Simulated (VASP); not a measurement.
# AlCo (P4/mmm) in VASP: single point with PBEsol

Aim: the single point of AlCo with PBEsol.

Program: VASP 6.6.1. These are calculated values, not measurements. Logs are shortened: lines on timing, memory, paths and dates and some standing lists are left out, and cuts for length are marked.

### Step 1. The cell of the first run

Symmetry: P4/mmm, No. 123, tetragonal system. Conventional cell: a = 2.823 Å, b = 2.823 Å, c = 3.105 Å, α = 90.00°, β = 90.00°, γ = 90.00°. Within 3.3 Å of Al (site symmetry 4/mmm) lie 8 Co at 2.53 Å and 6 Al at 2.82 to 3.10 Å. Co (site symmetry 4/mmm) has 8 Al at 2.53 Å and 6 Co at 2.82 to 3.10 Å within 3.3 Å.

### Step 2. Single point, PBEsol (strain +0.1000 x Voigt [1, 0, 0, 0, 0, 0])

The input, INCAR:

```
ALGO     = Fast           # electronic algorithm
EDIFF    = 1E-6           # SCF threshold, eV
ENCUT    = 520            # plane-wave cutoff, eV
GGA      = PS             # functional
ISIF     = 2              # what is computed and relaxed
ISMEAR   = 0              # smearing method
LASPH    = T              # aspherical terms in the spheres
LCHARG   = F              # write CHGCAR
LREAL    = F              # projectors in reciprocal space
LWAVE    = F              # write WAVECAR
NBANDS   = 13             # bands
NELM     = 100            # most SCF steps
PREC     = Accurate       # precision mode
SIGMA    = 0.15           # smearing width, eV
```

The input, KPOINTS:

```
k-points
0
Gamma
  22 22 22
```

The input, POSCAR:

```
AlCo
1.0
    3.1048440893      0.0000000000      0.0000000000
    0.0000000000      2.8225855357      0.0000000000
    0.0000000000      0.0000000000      2.8225855357
Al Co
1 1
Direct
    0.0000000000      0.0000000000      0.0000000000
    0.5000000000      0.5000000000      0.5000000000
```

Potentials or basis: VASP PAW PBE potentials, release 64 (Al, Co).

Run with:

```bash
$ cat potpaw_PBE.64/Al/POTCAR potpaw_PBE.64/Co/POTCAR > POTCAR
$ mpirun -np 1 vasp_std > vasp.out
```

OUTCAR:

```text
EDIFF = 1E-6
   ENCUT = 520
   GGA = PS
   ISIF = 2
   ISMEAR = 0
   LASPH = T
   LREAL = F
   NELM = 100
   PREC = Accurate

 ion  position               nearest neighbor table
   1  0.000  0.000  0.000-   2 2.53   2 2.53   2 2.53   2 2.53   2 2.53   2 2.53   2 2.53   2 2.53

   2  0.500  0.500  0.500-   1 2.53   1 2.53   1 2.53   1 2.53   1 2.53   1 2.53   1 2.53   1 2.53

  LATTYP: Found a simple tetragonal cell.
 ALAT       =     2.8225855357
 C/A-ratio  =     1.1000000000

  Lattice vectors:

 A1 = (   0.0000000000,   2.8225855357,   0.0000000000)
 A2 = (   0.0000000000,   0.0000000000,   2.8225855357)
 A3 = (   3.1048440893,   0.0000000000,   0.0000000000)

Analysis of symmetry for initial positions (statically):
=====================================================================
 Subroutine PRICEL returns:
 Original cell was already a primitive cell.

 Routine SETGRP: Setting up the symmetry group for a
 simple tetragonal supercell.

 Subroutine GETGRP returns: Found 16 space group operations
 (whereof 16 operations were pure point group operations)
 out of a pool of 16 trial point group operations.

The static configuration has the point symmetry D_4h.

Analysis of symmetry for dynamics (positions and initial velocities):
=====================================================================
 Subroutine PRICEL returns:
 Original cell was already a primitive cell.

 Routine SETGRP: Setting up the symmetry group for a
 simple tetragonal supercell.

 Subroutine GETGRP returns: Found 16 space group operations
 (whereof 16 operations were pure point group operations)
 out of a pool of 16 trial point group operations.

The dynamic configuration has the point symmetry D_4h.

 Subroutine INISYM returns: Found 16 space group operations
 (whereof 16 operations are pure point group operations),
 and found     1 'primitive' translations

----------------------------------------------------------------------------------------

                                     Primitive cell

  volume of cell :      24.7363

  direct lattice vectors                    reciprocal lattice vectors
     3.104844089  0.000000000  0.000000000     0.322077364  0.000000000  0.000000000
     0.000000000  2.822585536  0.000000000     0.000000000  0.354285100  0.000000000
     0.000000000  0.000000000  2.822585536     0.000000000  0.000000000  0.354285100

  length of vectors
     3.104844089  2.822585536  2.822585536     0.322077364  0.354285100  0.354285100

  position of ions in fractional coordinates (direct lattice)
     0.000000000  0.000000000  0.000000000
     0.500000000  0.500000000  0.500000000

  ion indices of the primitive-cell ions
   primitive index   ion index
                 1           1
                 2           2

----------------------------------------------------------------------------------------

 KPOINTS: k-points

Automatic generation of k-mesh.
 Grid dimensions read from file:
 generate k-points for:   22   22   22

 Generating k-lattice:

  Cartesian coordinates                     Fractional coordinates (reciprocal lattice)
     0.014639880  0.000000000  0.000000000     0.045454545  0.000000000  0.000000000
     0.000000000  0.016103868  0.000000000     0.000000000  0.045454545  0.000000000
     0.000000000  0.000000000  0.016103868     0.000000000  0.000000000  0.045454545

  Length of vectors
     0.014639880  0.016103868  0.016103868

  Shift w.r.t. Gamma in fractional coordinates (k-lattice)
     0.000000000  0.000000000  0.000000000

 Subroutine IBZKPT returns following result:
 ===========================================

 Found    936 irreducible k-points:

 Following reciprocal coordinates:
            Coordinates               Weight
  0.000000  0.000000  0.000000      1.000000
  0.045455  0.000000  0.000000      2.000000
  0.090909  0.000000  0.000000      2.000000
  0.136364  0.000000  0.000000      2.000000
  0.181818  0.000000  0.000000      2.000000
  0.227273  0.000000  0.000000      2.000000
[... 16 lines left out ...]
  0.454545  0.045455  0.000000      8.000000
  0.500000  0.045455  0.000000      4.000000
 [... further k-points ...]
   k-points           NKPTS =    936   k-points in BZ     NKDIM =    936   number of bands    NBANDS=     13
   number of dos      NEDOS =    301   number of ions     NIONS =      2
   total plane-waves  NPLWV =  13824
   dimension x,y,z NGX =    24 NGY =   24 NGZ =   24
   dimension x,y,z NGXF=    48 NGYF=   48 NGZF=   48
   ions per type =               1   1
   NGX,Y,Z   is equivalent  to a cutoff of  12.85, 14.14, 14.14 a.u.
   NGXF,Y,Z  is equivalent  to a cutoff of  25.70, 28.27, 28.27 a.u.
 SYSTEM =  unknown system
   PREC   = accura    normal or accurate (medium, high low for compatibility)
   ISTART =      0    job   : 0-new  1-cont  2-samecut
   ICHARG =      2    charge: 1-file 2-atom 10-const
   ISPIN  =      1    spin polarized calculation?
   LNONCOLLINEAR =      F non collinear calculations
   LSORBIT =      F    spin-orbit coupling
   LASPH  =      T    aspherical Exc in radial PAW
   ENCUT  =  520.0 eV  38.22 Ry    6.18 a.u.   5.77  5.25  5.25*2*pi/ulx,y,z
   NELM   =    100;   NELMIN=  2; NELMDL= -5     # of ELM steps
   EDIFF  = 0.1E-05   stopping-criterion for ELM
   LREAL  =      F    real-space projection
[... 7 lines left out ...]
   TEBEG  =    0.0;   TEEND  =   0.0 temperature during run
   PSTRESS=    0.0 pullay stress
   NELECT =      12.0000    total number of electrons
   NUPDOWN=      -1.0000    fix difference up-down
   EMIN   =  10.00;   EMAX   =-10.00  energy-range for DOS
   EFERMI =   0.00;   METHOD = LEGACY
   ISMEAR =     0;   SIGMA  =   0.15  broadening in eV -4-tet -1-fermi 0-gaus
   EFERMI_NEDOS =   21; number of points for ismear=-14 and -15
   IALGO  =     68    algorithm
   IMIX   =      4    mixing-type and parameters
     AMIX     =   0.40;   BMIX     =  1.00
     AMIX_MAG =   1.60;   BMIX_MAG =  1.00
  volume/ion in A,a.u.               =      12.37        83.46
  Fermi-wavevector in a.u.,A,eV,Ry     =   1.286344  2.430838 22.513312  1.654682
  Thomas-Fermi vector in A             =   2.418424
   LORBIT       =      0    0 simple, 1 ext, 2 COOP (PROOUT), +10 PAW based schemes
   GGA     = PS    functional components
   LHFCALC =     F    Hartree Fock is set to
   AEXX    =    0.0000 exact exchange contribution
   IVDW    =     0    specifies the selected vdW correction
   LEPSILON=     F    determine dielectric tensor
   LRPA    =     F    only Hartree local field effects (RPA)
 non-spin polarized calculation
 RMM-DIIS sequential band-by-band and
 Gauss-broadening in eV      SIGMA  =   0.15
  energy-cutoff  :      520.00
  volume of cell :       24.74
 maximum number of plane-waves:       688
 NGX is ok and might be reduce to    24
   NGX = 11   NGY = 11   NGZ = 11

 number of electron      11.9999999 magnetization

 Free energy of the ion-electron system (eV)
  ---------------------------------------------------
  ext. energy  EPLUGINS =         0.00000000
  ---------------------------------------------------
  free energy    TOTEN  =       -12.92996788 eV

  energy without entropy =      -12.91787808  energy(sigma->0) =      -12.92392298

 E-fermi :   9.4034     XC(G=0): -12.0616

 val. band max:        9.4029020320   @ k =   0.3636   0.4545   0.4545
 cond. band min:       9.4078193300   @ k =   0.3636   0.0455   0.0000
 fundamental gap:      0.0049172980
 Fermi energy:         9.4034061555

 k-point     1 :       0.0000    0.0000    0.0000
  band No.  band energies     occupation
      1      -1.0493      2.00000
      2       6.8214      2.00000
      3       6.9632      2.00000
      4       8.7902      2.00000
      5       8.7902      2.00000
      6       9.0766      1.99794
      7      13.1658      0.00000
      8      16.3528      0.00000
      9      16.3528      0.00000
     10      17.3809      0.00000
     11      18.3882      0.00000
     12      23.8424      0.00000
     13      29.8180      0.00000

 k-point     2 :       0.0455    0.0000    0.0000
  band No.  band energies     occupation
      1      -1.0164      2.00000
      2       6.8068      2.00000
      3       6.9704      2.00000
      4       8.7775      2.00000
      5       8.7775      2.00000
      6       9.0777      1.99786
      7      12.9082      0.00000
      8      16.3971      0.00000
      9      16.3971      0.00000
     10      17.6759      0.00000
     11      18.3809      0.00000
     12      23.8951      0.00000
     13      29.4080      0.00000

 k-point     3 :       0.0909    0.0000    0.0000
  band No.  band energies     occupation
      1      -0.9178      2.00000
      2       6.7578      2.00000
      3       6.9913      2.00000
      4       8.7409      2.00000
      5       8.7409      2.00000
      6       9.0810      1.99763
      7      12.2996      0.00000
      8      16.5287      0.00000
      9      16.5287      0.00000
     10      18.3592      0.00000
     11      18.3940      0.00000
     12      24.0599      0.00000
     13      28.5581      0.00000
[... 305 lines left out ...]
 k-point    23 :       0.4545    0.0455    0.0000
  band No.  band energies     occupation
      1       2.0407      2.00000
      2       3.4919      2.00000
      3       7.3398      2.00000
      4       8.2295      2.00000
      5       8.2534      2.00000
      6       9.1137      1.99369
      7       9.2528      1.84440
      8      17.7229      0.00000
      9      19.9220      0.00000
     10      20.1160      0.00000
     11      21.2636      0.00000
     12      21.5194      0.00000
     13      23.8331      0.00000

 k-point    24 :       0.5000    0.0455    0.0000
  band No.  band energies     occupation
      1       2.3771      2.00000
      2       3.1261      2.00000
      3       7.3483      2.00000
      4       8.2204      2.00000
      5       8.2435      2.00000
      6       9.1149      1.99347
      7       9.2376      1.88192
      8      17.7420      0.00000
      9      20.2683      0.00000
     10      20.7355      0.00000
     11      20.8497      0.00000
     12      20.8574      0.00000
     13      23.9551      0.00000

 [... further k-points ...]

------------------------ aborting loop because EDIFF is reached ----------------------------------------

  FORCE on cell =-STRESS in cart. coord.  units (eV):
  Direction    XX          YY          ZZ          XY          YZ          ZX
  --------------------------------------------------------------------------------------
  -------------------------------------------------------------------------------------
  Total       -3.0685014     -1.7975062     -1.7975062      0.0000000      0.0000000      0.0000000
  in kB     -198.7480550   -116.4251906   -116.4251906      0.0000000      0.0000000      0.0000000
  external PRESSURE =    -143.8661454 kB  Pullay stress =       0.0000000 kB

 VOLUME and BASIS-vectors are now :
 -----------------------------------------------------------------------------
  energy-cutoff  :      520.00
  volume of cell :       24.74
      direct lattice vectors                 reciprocal lattice vectors
     3.104844089  0.000000000  0.000000000     0.322077364  0.000000000  0.000000000
     0.000000000  2.822585536  0.000000000     0.000000000  0.354285100  0.000000000
     0.000000000  0.000000000  2.822585536     0.000000000  0.000000000  0.354285100

 POSITION                                       TOTAL-FORCE (eV/Angst)
 -----------------------------------------------------------------------------------
      0.00000      0.00000      0.00000         0.000000      0.000000      0.000000
      1.55242      1.41129      1.41129         0.000000      0.000000      0.000000
 -----------------------------------------------------------------------------------
    total drift:                                0.000000     -0.000000     -0.000000

  FREE ENERGIE OF THE ION-ELECTRON SYSTEM (eV)
  ---------------------------------------------------
  free  energy   TOTEN  =       -12.9299678840 eV

  energy  without entropy=      -12.9178780789  energy(sigma->0) =      -12.92392298
```

Run time: 2.8 min. Hardware: 1 thread of Intel Xeon Platinum 8259CL at 2.50GHz (Skylake/Cascade Lake), shared host; peak memory 0.41 GiB.

What came out:

| Quantity | Value |
| --- | --- |
| Free energy | -12.9300 eV |
| Pressure | -14.4 GPa |
| Band gap on the k mesh | zero (bands 6 and 7 overlap by 2.62 eV) |

Stress tensor (GPa, compression positive):
```
-19.87   0.00   0.00
  0.00 -11.64   0.00
  0.00   0.00 -11.64
```

Levels at points of the mesh, in eV from the Fermi level:
| k point | band 3 | band 4 | band 5 | band 6 | band 7 | band 8 | band 9 | band 10 |
| --- | --- | --- | --- | --- | --- | --- | --- | --- |
| (0.00, 0.00, 0.00) | -2.44 | -0.61 | -0.61 | -0.33 | 3.76 | 6.95 | 6.95 | 7.98 |
| (0.50, 0.00, 0.00) | -2.07 | -1.16 | -1.16 | -0.27 | -0.17 | 8.55 | 11.27 | 11.27 |
| (0.00, 0.50, 0.00) | -1.93 | -1.76 | -1.13 | -0.48 | 0.59 | 8.26 | 8.58 | 9.87 |
| (0.50, 0.50, 0.00) | -2.69 | -2.26 | -1.01 | -0.95 | -0.18 | 2.23 | 3.04 | 13.03 |
| (0.00, 0.50, 0.50) | -1.93 | -1.93 | -1.43 | -1.43 | 0.15 | 2.96 | 3.83 | 10.87 |
| (0.50, 0.50, 0.50) | -3.39 | -0.15 | 0.16 | 2.40 | 2.69 | 2.69 | 3.77 | 4.85 |

Caveat: the cell differs from its parent crystal (strain +0.1000 x Voigt [1, 0, 0, 0, 0, 0]); the cell stands under tension; the PAW data sets were made with another functional, which shifts forces and pressure a little; the run has no spin polarisation, though such a crystal can be magnetic.
